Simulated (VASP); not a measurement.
# KCl (P4/mmm) in VASP: further runs

Runs on KCl. Level: PBE. Tasks: single point.

Program: VASP 6.6.1. These are calculated values, not measurements. Logs are shortened: lines on timing, memory, paths and dates and some standing lists are left out, and cuts for length are marked.

## (1) The cell of the first run

It takes space group P4/mmm (No. 123, tetragonal). The conventional cell has a = 3.771 Å, b = 3.771 Å, c = 3.987 Å, α = 90.00°, β = 90.00°, γ = 90.00°. Within 4.4 Å of K (site symmetry 4/mmm) lie 8 Cl at 3.33 Å and 6 K at 3.77 to 3.99 Å. Cl (site symmetry 4/mmm) has 8 K at 3.33 Å and 6 Cl at 3.77 to 3.99 Å within 4.4 Å.

## (2) Single point, PBE (uniaxial z strain +5.7%)

File INCAR:

```
SYSTEM = KCl
PREC = Accurate
ENCUT = 520
EDIFF = 1E-6
ISMEAR = -1
SIGMA = 0.02
LREAL = .False.
LASPH = .True.
NELM = 100
ALGO = Normal
ISIF = 2
LWAVE = .False.
LCHARG = .False.
GGA = PE
NBANDS = 15
```

File KPOINTS:

```
regular mesh
0
Gamma
  8 8 8
  0 0 0
```

File POSCAR:

```
KCl
1.0
    3.7711682906      0.0000000000      0.0000000000
    0.0000000000      3.7711682906      0.0000000000
    0.0000000000      0.0000000000      3.9872562336
K Cl
1 1
Direct
    0.0000000000      0.0000000000      0.0000000000
    0.5000000000      0.5000000000      0.5000000000
```

Potentials or basis: VASP PAW PBE potentials, release 64 (K_sv, Cl).

Launch:

```console
$ cat potpaw_PBE.64/K_sv/POTCAR potpaw_PBE.64/Cl/POTCAR > POTCAR
$ mpirun -np 1 vasp_std > vasp.out
```

OUTCAR:

```text
SYSTEM = KCl
   PREC = Accurate
   ENCUT = 520
   EDIFF = 1E-6
   ISMEAR = -1
   LREAL = .False.
   LASPH = .True.
   NELM = 100
   ISIF = 2
   GGA = PE

 ion  position               nearest neighbor table
   1  0.000  0.000  0.000-
   2  0.500  0.500  0.500-

  LATTYP: Found a simple tetragonal cell.
 ALAT       =     3.7711682906
 C/A-ratio  =     1.0573000000

  Lattice vectors:

 A1 = (   3.7711682906,   0.0000000000,   0.0000000000)
 A2 = (   0.0000000000,   3.7711682906,   0.0000000000)
 A3 = (   0.0000000000,   0.0000000000,   3.9872562336)

Analysis of symmetry for initial positions (statically):
=====================================================================
 Subroutine PRICEL returns:
 Original cell was already a primitive cell.

 Routine SETGRP: Setting up the symmetry group for a
 simple tetragonal supercell.

 Subroutine GETGRP returns: Found 16 space group operations
 (whereof 16 operations were pure point group operations)
 out of a pool of 16 trial point group operations.

The static configuration has the point symmetry D_4h.

Analysis of symmetry for dynamics (positions and initial velocities):
=====================================================================
 Subroutine PRICEL returns:
 Original cell was already a primitive cell.

 Routine SETGRP: Setting up the symmetry group for a
 simple tetragonal supercell.

 Subroutine GETGRP returns: Found 16 space group operations
 (whereof 16 operations were pure point group operations)
 out of a pool of 16 trial point group operations.

The dynamic configuration has the point symmetry D_4h.

 Subroutine INISYM returns: Found 16 space group operations
 (whereof 16 operations are pure point group operations),
 and found     1 'primitive' translations

----------------------------------------------------------------------------------------

                                     Primitive cell

  volume of cell :      56.7056

  direct lattice vectors                    reciprocal lattice vectors
     3.771168291  0.000000000  0.000000000     0.265169816  0.000000000  0.000000000
     0.000000000  3.771168291  0.000000000     0.000000000  0.265169816  0.000000000
[... 89 lines left out ...]
   IBRION =     -1    ionic relax: 0-MD 1-quasi-New 2-CG
   NFREE  =      0    steps in history (QN), initial steepest desc. (CG)
   ISIF   =      2    stress and relaxation
   ISYM   =      2    0-nonsym 1-usesym 2-fastsym
   POTIM  = 0.5000    time-step for ionic-motion
   TEBEG  =    0.0;   TEEND  =   0.0 temperature during run
   PSTRESS=    0.0 pullay stress
   NELECT =      16.0000    total number of electrons
   NUPDOWN=      -1.0000    fix difference up-down
   EMIN   =  10.00;   EMAX   =-10.00  energy-range for DOS
   EFERMI =   0.00;   METHOD = LEGACY
   ISMEAR =    -1;   SIGMA  =   0.02  broadening in eV -4-tet -1-fermi 0-gaus
   EFERMI_NEDOS =   21; number of points for ismear=-14 and -15
   IALGO  =     38    algorithm
   IMIX   =      4    mixing-type and parameters
     AMIX     =   0.40;   BMIX     =  1.00
     AMIX_MAG =   1.60;   BMIX_MAG =  1.00
  volume/ion in A,a.u.               =      28.35       191.33
  Fermi-wavevector in a.u.,A,eV,Ry     =   1.073757  2.029107 15.686904  1.152955
  Thomas-Fermi vector in A             =   2.209566
   LORBIT       =      0    0 simple, 1 ext, 2 COOP (PROOUT), +10 PAW based schemes
   GGA     = PE    functional components
   LHFCALC =     F    Hartree Fock is set to
   AEXX    =    0.0000 exact exchange contribution
   IVDW    =     0    specifies the selected vdW correction
   LEPSILON=     F    determine dielectric tensor
   LRPA    =     F    only Hartree local field effects (RPA)
 non-spin polarized calculation
  energy-cutoff  :      520.00
  volume of cell :       56.71
 maximum number of plane-waves:      1548
   NGX = 15   NGY = 15   NGZ = 15

 number of electron      16.0000001 magnetization

 Free energy of the ion-electron system (eV)
  ---------------------------------------------------
  ext. energy  EPLUGINS =         0.00000000
  ---------------------------------------------------
  free energy    TOTEN  =        -6.63968520 eV

  energy without entropy =       -6.63968520  energy(sigma->0) =       -6.63968520

 E-fermi :  -0.3108     XC(G=0):  -8.0627

 val. band max:       -0.7448110409   @ k =   0.5000   0.0000   0.5000
 cond. band min:       3.9132071252   @ k =   0.0000   0.0000   0.0000
 fundamental gap:      4.6580181662
 Fermi energy:        -0.3108213584

 k-point     1 :       0.0000    0.0000    0.0000
  band No.  band energies     occupation
      1     -28.9268      2.00000
      2     -13.3966      2.00000
      3     -12.3228      2.00000
      4     -12.3044      2.00000
      5     -12.3044      2.00000
      6      -1.2208      2.00000
      7      -0.9343      2.00000
      8      -0.9343      2.00000
      9       3.9132      0.00000
     10       5.6525      0.00000
     11       5.8306      0.00000
     12       9.6781      0.00000
     13       9.6781      0.00000
     14      10.0240      0.00000
[... 401 lines left out ...]
      2     -13.4688      2.00000
      3     -12.3141      2.00000
      4     -12.3055      2.00000
      5     -12.2582      2.00000
      6      -2.4518      2.00000
      7      -1.3305      2.00000
      8      -1.0772      2.00000
      9       6.9739      0.00000
     10       7.0035      0.00000
     11       7.3409      0.00000
     12       8.7927      0.00000
     13       9.1951      0.00000
     14       9.4252      0.00000
     15      10.7400      0.00000

 [... further k-points ...]

------------------------ aborting loop because EDIFF is reached ----------------------------------------

  FORCE on cell =-STRESS in cart. coord.  units (eV):
  Direction    XX          YY          ZZ          XY          YZ          ZX
  --------------------------------------------------------------------------------------
  -------------------------------------------------------------------------------------
  Total        0.2537748      0.2537748     -0.5897426      0.0000000      0.0000000      0.0000000
  in kB        7.1702306      7.1702306    -16.6627661      0.0000000      0.0000000      0.0000000
  external PRESSURE =      -0.7741017 kB  Pullay stress =       0.0000000 kB

 VOLUME and BASIS-vectors are now :
 -----------------------------------------------------------------------------
  energy-cutoff  :      520.00
  volume of cell :       56.71
      direct lattice vectors                 reciprocal lattice vectors
     3.771168291  0.000000000  0.000000000     0.265169816  0.000000000  0.000000000
     0.000000000  3.771168291  0.000000000     0.000000000  0.265169816  0.000000000
     0.000000000  0.000000000  3.987256234     0.000000000  0.000000000  0.250799031

 POSITION                                       TOTAL-FORCE (eV/Angst)
 -----------------------------------------------------------------------------------
      0.00000      0.00000      0.00000         0.000000      0.000000      0.000000
      1.88558      1.88558      1.99363         0.000000      0.000000      0.000000
 -----------------------------------------------------------------------------------
    total drift:                               -0.000000      0.000000      0.000000

  FREE ENERGIE OF THE ION-ELECTRON SYSTEM (eV)
  ---------------------------------------------------
  free  energy   TOTEN  =        -6.6396852024 eV

  energy  without entropy=       -6.6396852024  energy(sigma->0) =       -6.63968520
```

stdout:

```text
POSCAR found type information on POSCAR K Cl
 POSCAR found :  2 types and       2 ions
 scaLAPACK will be used
 LDA part: xc-table for (Slater+PW92), standard interpolation
 POSCAR, INCAR and KPOINTS ok, starting setup
 FFT: planning ... GRIDC
 FFT: planning ... GRID_SOFT
 FFT: planning ... GRID
 WAVECAR not read
 entering main loop
```

Wall time 18 s (1 thread of Intel Xeon 6975P-C (Granite Rapids), shared host); peak memory 0.19 GiB.

Results:

```
Free energy            : -6.6397 eV
Pressure               : -0.1 GPa
Band gap on the k mesh : 4.66 eV, indirect (least direct gap 4.85 eV)
```

Levels at points of the mesh, in eV from the valence-band top:
```
           k point  band 5  band 6  band 7  band 8  band 9  band 10  band 11  band 12
(0.00, 0.00, 0.00)  -11.56   -0.48   -0.19   -0.19    4.66     6.40     6.58    10.42
(0.50, 0.00, 0.00)  -11.44   -1.85   -0.48   -0.16    7.57     7.76     8.34    10.05
(0.50, 0.50, 0.00)  -11.51   -1.27   -1.27   -0.23    6.21     6.89     8.51     8.51
(0.00, 0.00, 0.50)  -11.36   -1.83   -0.22   -0.22    7.61     7.70     7.85    10.12
(0.50, 0.00, 0.50)  -11.51   -1.34   -1.22    0.00    6.03     7.32     8.91     9.10
(0.50, 0.50, 0.50)  -11.67   -1.41   -1.41   -1.33    8.62     8.75     8.75     9.43
```

Caveat: the cell differs from its parent crystal (uniaxial z strain +5.7%). A k mesh can miss the band edges.

## (3) Single point, PBE (epitaxial xy strain +4.4%)

INCAR: that of step 2 with these lines changed.

```diff
@@ -8,3 +8,3 @@
 LASPH = .True.
-NELM = 100
+NELM = 80
 ALGO = Normal
```

File KPOINTS:

```
Automatic mesh
0
Gamma
  8 8 8
  0 0 0
```

File POSCAR:

```
KCl
1.0
    3.9386081627      0.0000000000      0.0000000000
    0.0000000000      3.9386081627      0.0000000000
    0.0000000000      0.0000000000      3.7418194363
K Cl
1 1
Direct
    0.0000000000      0.0000000000      0.0000000000
    0.5000000000      0.5000000000      0.5000000000
```

Potentials or basis: VASP PAW PBE potentials, release 64 (K_sv, Cl).

Launch:

```console
$ cat potpaw_PBE.64/K_sv/POTCAR potpaw_PBE.64/Cl/POTCAR > POTCAR
$ mpirun -np 1 vasp_std > vasp.out
```

OUTCAR:

```text
SYSTEM = KCl
   PREC = Accurate
   ENCUT = 520
   EDIFF = 1E-6
   ISMEAR = -1
   LREAL = .False.
   LASPH = .True.
   NELM = 80
   ISIF = 2
   GGA = PE

 ion  position               nearest neighbor table
   1  0.000  0.000  0.000-
   2  0.500  0.500  0.500-

  LATTYP: Found a simple tetragonal cell.
 ALAT       =     3.9386081627
 C/A-ratio  =     0.9500359725

  Lattice vectors:

 A1 = (   3.9386081627,   0.0000000000,   0.0000000000)
 A2 = (   0.0000000000,   3.9386081627,   0.0000000000)
 A3 = (   0.0000000000,   0.0000000000,   3.7418194363)

Analysis of symmetry for initial positions (statically):
=====================================================================
 Subroutine PRICEL returns:
 Original cell was already a primitive cell.

 Routine SETGRP: Setting up the symmetry group for a
 simple tetragonal supercell.

 Subroutine GETGRP returns: Found 16 space group operations
 (whereof 16 operations were pure point group operations)
 out of a pool of 16 trial point group operations.

The static configuration has the point symmetry D_4h.

Analysis of symmetry for dynamics (positions and initial velocities):
=====================================================================
 Subroutine PRICEL returns:
 Original cell was already a primitive cell.

 Routine SETGRP: Setting up the symmetry group for a
 simple tetragonal supercell.

 Subroutine GETGRP returns: Found 16 space group operations
 (whereof 16 operations were pure point group operations)
 out of a pool of 16 trial point group operations.

The dynamic configuration has the point symmetry D_4h.

 Subroutine INISYM returns: Found 16 space group operations
 (whereof 16 operations are pure point group operations),
 and found     1 'primitive' translations

[... 116 lines left out ...]
  Fermi-wavevector in a.u.,A,eV,Ry     =   1.065431  2.013373 15.444564  1.135143
  Thomas-Fermi vector in A             =   2.200982
   LORBIT       =      0    0 simple, 1 ext, 2 COOP (PROOUT), +10 PAW based schemes
   GGA     = PE    functional components
   LHFCALC =     F    Hartree Fock is set to
   AEXX    =    0.0000 exact exchange contribution
   IVDW    =     0    specifies the selected vdW correction
   LEPSILON=     F    determine dielectric tensor
   LRPA    =     F    only Hartree local field effects (RPA)
 non-spin polarized calculation
  energy-cutoff  :      520.00
  volume of cell :       58.05
 maximum number of plane-waves:      1598
 NGX is ok and might be reduce to    30
   NGX = 15   NGY = 15   NGZ = 13

 number of electron      15.9999994 magnetization

 Free energy of the ion-electron system (eV)
  ---------------------------------------------------
  ext. energy  EPLUGINS =         0.00000000
  ---------------------------------------------------
  free energy    TOTEN  =        -6.64007218 eV

  energy without entropy =       -6.64007218  energy(sigma->0) =       -6.64007218

 E-fermi :  -0.3389     XC(G=0):  -7.9622

 val. band max:       -0.7920408732   @ k =   0.5000   0.5000   0.0000
 cond. band min:       3.7182477299   @ k =   0.0000   0.0000   0.0000
 fundamental gap:      4.5102886032
 Fermi energy:        -0.3389453292

 k-point     1 :       0.0000    0.0000    0.0000
  band No.  band energies     occupation
      1     -29.0786      2.00000
      2     -13.4673      2.00000
      3     -12.4736      2.00000
      4     -12.4736      2.00000
      5     -12.4534      2.00000
      6      -1.2297      2.00000
      7      -1.2297      2.00000
      8      -0.9575      2.00000
      9       3.7182      0.00000
     10       5.5298      0.00000
     11       5.7510      0.00000
     12       9.3828      0.00000
     13       9.7321      0.00000
     14       9.7321      0.00000
[... 401 lines left out ...]
      2     -13.5649      2.00000
      3     -12.4780      2.00000
      4     -12.4701      2.00000
      5     -12.3589      2.00000
      6      -2.4891      2.00000
      7      -1.3781      2.00000
      8      -1.1449      2.00000
      9       6.7445      0.00000
     10       6.8496      0.00000
     11       7.0486      0.00000
     12       8.7821      0.00000
     13       9.1682      0.00000
     14       9.2374      0.00000
     15      10.7071      0.00000

 [... further k-points ...]
[... 5 lines left out ...]
  --------------------------------------------------------------------------------------
  -------------------------------------------------------------------------------------
  Total       -0.4350067     -0.4350067      0.3444365      0.0000000      0.0000000     -0.0000000
  in kB      -12.0070999    -12.0070999      9.5071725      0.0000000      0.0000000     -0.0000000
  external PRESSURE =      -4.8356757 kB  Pullay stress =       0.0000000 kB

 VOLUME and BASIS-vectors are now :
 -----------------------------------------------------------------------------
  energy-cutoff  :      520.00
  volume of cell :       58.05
      direct lattice vectors                 reciprocal lattice vectors
     3.938608163  0.000000000  0.000000000     0.253896798  0.000000000  0.000000000
     0.000000000  3.938608163  0.000000000     0.000000000  0.253896798  0.000000000
     0.000000000  0.000000000  3.741819436     0.000000000  0.000000000  0.267249667

 POSITION                                       TOTAL-FORCE (eV/Angst)
 -----------------------------------------------------------------------------------
      0.00000      0.00000      0.00000         0.000000      0.000000      0.000000
      1.96930      1.96930      1.87091         0.000000      0.000000      0.000000
 -----------------------------------------------------------------------------------
    total drift:                                0.000000      0.000000     -0.000000

  FREE ENERGIE OF THE ION-ELECTRON SYSTEM (eV)
  ---------------------------------------------------
  free  energy   TOTEN  =        -6.6400721773 eV

  energy  without entropy=       -6.6400721773  energy(sigma->0) =       -6.64007218
```

stdout:

```text
POSCAR found type information on POSCAR K Cl
 POSCAR found :  2 types and       2 ions
 scaLAPACK will be used
 LDA part: xc-table for (Slater+PW92), standard interpolation
 POSCAR, INCAR and KPOINTS ok, starting setup
 FFT: planning ... GRIDC
 FFT: planning ... GRID_SOFT
 FFT: planning ... GRID
 WAVECAR not read
 entering main loop
```

It took 20 s on 1 thread of Intel Xeon 6975P-C (Granite Rapids), shared host; peak memory 0.2 GiB.

Results:

| Item | Value |
| --- | --- |
| Free energy | -6.6401 eV |
| Pressure | -0.5 GPa |
| Band gap on the k mesh | 4.51 eV, indirect (least direct gap 4.68 eV) |

Caveat: the cell differs from its parent crystal (epitaxial xy strain +4.4%).
